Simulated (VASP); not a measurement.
Runs of VASP 6.6.1 on ZnSe. The structure is that of space group F-43m (No. 216), or close to it. The cells are those of the table. 

```tsv
cell	gap on the mesh (eV)	pressure (GPa)
a = 4.054 Å, angles 60.0°, 2 atoms	1.15	(c)
a = 4.034 Å, angles 60.0°, 2 atoms	1.21	(b)
a = 4.107 Å, angles 60.0°, 2 atoms	1.00	-1.8
a = 3.999 Å, angles 60.0°, 2 atoms	1.32	2.8
a = 4.027 Å, angles 60.0°, 2 atoms	1.23	1.4
a = 4.081 Å, angles 60.0°, 2 atoms	(a)	-0.9
```

Alike in all rows: task single point; level PBE; potentials or basis VASP PAW PBE potentials, release 64 (Zn, Se); no spin polarisation; k mesh 10 × 10 × 10; cutoff (eV) 520; smearing gaussian 0.05 eV.

Estimate the missing entries.

(a) 1.08; (b) 1.1; (c) 0.2.

A k mesh can miss the band edges, and the runs leave out spin-orbit coupling on Se.
